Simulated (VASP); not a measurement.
LiH:

```
Li H
1.0
     0.00000    2.14334    2.14334
     2.14334    0.00000    2.14334
     2.14334    2.14334    0.00000
Li H
1 1
Direct
  0.00000 0.00000 0.00000
  0.25000 0.25000 0.25000
```

| Quantity | Value |
| --- | --- |
| Program | VASP 6.6.1 |
| Task | relaxation of cell and atoms |
| Functional | LDA |
| Potentials or basis | VASP PAW LDA potentials, release 64 (Li_sv, H) |
| Cutoff | 600 eV |
| k mesh | 10 × 10 × 10 |
| Occupations | fermi-dirac, width 0.02 eV |
| Spin | no spin polarisation |

At the start: pressure -2.2 GPa; volume 9.85 Å³/atom.

Question: Where does the relaxation end?

Answer: Over 4 steps the energy falls by 5.6 meV/atom and the volume is 9.07 Å³/atom (-7.9 %); space group F-43m (No. 216, to 0.05 Å).

Step by step:
```tsv
step	energy change (eV)	largest force (eV/Å)	pressure (GPa)	volume (Å³)
1	0.0000	0.0000	-2.17	19.69
2	-0.0046	0.0000	-1.71	19.32
3	-0.0109	0.0000	-0.34	18.35
4	-0.0112	0.0000	0.01	18.13
```

Final structure:
```yaml
crystal:
  lattice:
    - [0.00000, 2.08512, 2.08512]
    - [2.08512, 0.00000, 2.08512]
    - [2.08512, 2.08512, 0.00000]
  atoms:
    - { symbol: Li, position: [0.00000, 0.00000, 0.00000] }
    - { symbol: H, position: [0.25000, 0.25000, 0.25000] }
```

Caveat: the cutoff is under 1.25 times the usual one of these potentials, so pressure, stress and relaxed cells hold a basis-set (Pulay) error.
